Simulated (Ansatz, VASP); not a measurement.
## Ti: VASP beside Ansatz

```
CELL_PARAMETERS angstrom
0.00000 2.69421 2.69421
2.69421 0.00000 2.69421
2.69421 2.69421 0.00000
ATOMIC_POSITIONS crystal
Ti 0.87500 0.87500 0.87500
Ti 0.12500 0.12500 0.12500
```

Change from the starting cell: volume scaled by 0.85, LAPW.

Alike in both runs: task single point; functional PBE; k mesh 12 × 12 × 12; occupations fermi-dirac, width 0.08 eV; no spin polarisation.

|  | VASP | Ansatz |
| --- | --- | --- |
| version | VASP 6.6.1 | Ansatz 0.2.0 |
| potentials or method | VASP PAW PBE potentials, release 64 (Ti_sv), cutoff 520 eV | all-electron LAPW, scalar-relativistic |

|  | VASP | Ansatz | Ansatz less VASP |
| --- | --- | --- | --- |
| pressure (GPa) | 7.0 | 6.5 | -0.47 |

Ansatz ran all-electron here, and VASP with PAW potentials.
